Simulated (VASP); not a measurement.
Here is a VASP 6.6.1 calculation.

File POSCAR:

```
Sb
1.0
    3.0202166809      0.0000000000      0.0000000000
    0.0000000000      3.0202166809      0.0000000000
    0.0000000000      0.0000000000      3.0202166809
Sb
1
Direct
    0.0000000000      0.0000000000      0.0000000000
```

INCAR.step1

```
SYSTEM = Sb
ALGO     = Normal         ! electronic algorithm
EDIFF    = 1E-5           ! SCF threshold, eV
ENCUT    = 400            ! plane-wave cutoff, eV
GGA      = PE             ! functional
GGA_COMPAT= .FALSE.      
ISIF     = 2              ! what is computed and relaxed
ISMEAR   = -1             ! smearing method
LASPH    = .TRUE.         ! aspherical terms in the spheres
LCHARG   = .FALSE.        ! write CHGCAR
LREAL    = .FALSE.        ! projectors in reciprocal space
LWAVE    = .TRUE.         ! write WAVECAR
NBANDS   = 14             ! bands
NELM     = 120            ! most SCF steps
PREC     = Accurate       ! precision mode
SIGMA    = 0.05           ! smearing width, eV
```

The input INCAR.step2:

```
SYSTEM = Sb
AEXX     = 0.25           ! exact-exchange fraction
ALGO     = Normal         ! electronic algorithm
EDIFF    = 1E-6           ! SCF threshold, eV
ENCUT    = 400            ! plane-wave cutoff, eV
GGA      = PS             ! functional
GGA_COMPAT= .FALSE.      
ISIF     = 2              ! what is computed and relaxed
ISMEAR   = -1             ! smearing method
ISTART   = 1            
LASPH    = .TRUE.         ! aspherical terms in the spheres
LCHARG   = .FALSE.        ! write CHGCAR
LHFCALC  = .TRUE.         ! exact exchange
LREAL    = .FALSE.        ! projectors in reciprocal space
LWAVE    = .FALSE.        ! write WAVECAR
NBANDS   = 14             ! bands
NELM     = 120            ! most SCF steps
PREC     = Accurate       ! precision mode
PRECFOCK = Normal       
SIGMA    = 0.05           ! smearing width, eV
```

The input KPOINTS:

```
k-points
0
G
  4 4 4
  0 0 0
```

Potentials or basis: VASP PAW PBE potentials, release 64 (Sb_d_GW).

The run is started by

```sh
$ cat potpaw_PBE.64/Sb_d_GW/POTCAR > POTCAR
$ cp INCAR.step1 INCAR
$ mpirun -np 1 vasp_std > vasp.out
$ cp INCAR.step2 INCAR
$ mpirun -np 1 vasp_std > vasp.out
```

Task: What does it give for the pressure?

Result: -0.5 GPa.

Task: Predict the band gap on the k mesh.

Result: Zero (an odd number of electrons rules out a gap without spin polarisation).

Caveat: the k points lie up to 0.52 Å⁻¹ apart, too coarse for converged energies and pressures of a metal; the PAW data sets were made with another functional, which shifts forces and pressure a little; spin-orbit coupling is left out, which moves the levels of the heavy elements.
